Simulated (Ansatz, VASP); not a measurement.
# MnPt2 in VASP and in Ansatz

Contents of POSCAR:

```
MnPt2
1.0
    2.8584044518      0.0000000000      0.0000000000
   -1.4292022259      2.4754508696      0.0000000000
    0.0000000000      0.0000000000      6.5325040000
Pt Mn
2 1
Direct
    0.6666666667      0.3333333333      0.3162060000
    0.3333333333      0.6666666667      0.6837940000
    0.0000000000      0.0000000000      0.0000000000
```

Contents of INCAR.step1:

```
SYSTEM = MnPt2
  PREC = Accurate
  ENCUT = 400
  EDIFF = 1E-5
  ISMEAR = -1
  SIGMA = 0.05
  LREAL = .FALSE.
  LASPH = .TRUE.
  NELM = 200
  ALGO = Normal
  ISIF = 2
  LWAVE = .TRUE.
  LCHARG = .FALSE.
  ISPIN = 2
  MAGMOM = 0 0 4
  LORBIT = 11
  LMAXMIX = 4
  NBANDS = 28
  GGA = PE
  GGA_COMPAT = .FALSE.
  KPAR = 4
```

INCAR.step2

```
SYSTEM = MnPt2
  PREC = Accurate
  ENCUT = 400
  EDIFF = 1E-6
  ISMEAR = -1
  SIGMA = 0.05
  LREAL = .FALSE.
  LASPH = .TRUE.
  NELM = 200
  ALGO = Normal
  ISIF = 2
  LWAVE = .FALSE.
  LCHARG = .FALSE.
  ISPIN = 2
  MAGMOM = 0 0 4
  LORBIT = 11
  LMAXMIX = 4
  GGA = PS
  LHFCALC = .TRUE.
  AEXX = 0.25
  PRECFOCK = Normal
  NBANDS = 28
  ISTART = 1
  GGA_COMPAT = .FALSE.
  KPAR = 4
```

Contents of KPOINTS:

```
regular mesh
0
G
  6 6 2
  0 0 0
```

The input input:

```
crystal:
  lattice:
    - [2.8584044518, 0.0, 0.0]
    - [-1.4292022259, 2.4754508696, 0.0]
    - [0.0, 0.0, 6.532504]
  atoms:
    - { symbol: Pt, position: [0.6666666667, 0.3333333333, 0.316206] }
    - { symbol: Pt, position: [0.3333333333, 0.6666666667, 0.683794] }
    - { symbol: Mn, position: [0.0, 0.0, 0.0], spin: 4.0 }
hamiltonian:
  xc: { exchange: pbesol, correlation: pbesol, exx: { coeff: 0.25 } }
  pseudopotentials: { kind: paw }
magnetization:
  spin_polarized: true
kpoints:
  mp_grid: { grid: [6, 6, 2] }
scf:
  occupations: { method: fermi_dirac, width: 0.05 }
output:
  forces: true
  stress: true
  eigenvalues: true
  write_density: true
  write_potential: true
  elf: true
  volumetric_format: npy
```

Alike in both runs: task single point; functional PBEsol-based global hybrid with a share of 0.25 of exact exchange; k mesh 6 × 6 × 2; occupations fermi-dirac, width 0.05 eV; collinear spin.

|  | VASP | Ansatz |
| --- | --- | --- |
| version | VASP 6.6.1 | Ansatz 0.2.0 |
| potentials or method | VASP PAW PBE potentials, release 64 (Pt, Mn_pv) | Ansatz PAW |
| plane-wave cutoff (eV) | 400 | 420 |
| valence electrons in the cell | 33 | 51 |

```tsv
	VASP	Ansatz	Ansatz less VASP
gap on the k mesh at the Fermi level (eV)	none	none	-
pressure (GPa)	-8.3	-8.0	+0.29
traceless stress, the component that is largest in VASP (GPa)	3.65	3.56	-0.090
rms of the force components (eV/Å)	0.097	0.094	-0.0038
net moment per atom (μB)	1.60	1.60	+0.001
size of the moment on the site where the two differ most (μB)	0.23	0.28	+0.048
```

VASP's potentials were made for PBE, not for PBEsol-based global hybrid. Site moments also hang on the region over which each program counts them. Atom by atom the forces differ by 0.004 eV/Å (rms over components). A gap of «none» marks a metal or a gap that the smearing closes. VASP's potentials hold 33 valence electrons a cell and Ansatz's 51, so a difference there can come from the potentials and not from the codes.

The k mesh is coarse, so the values compare programs but aren't converged. Spin-orbit coupling is off throughout. Noted on Ansatz's run: the magnetic or orbital state may not be the lowest.
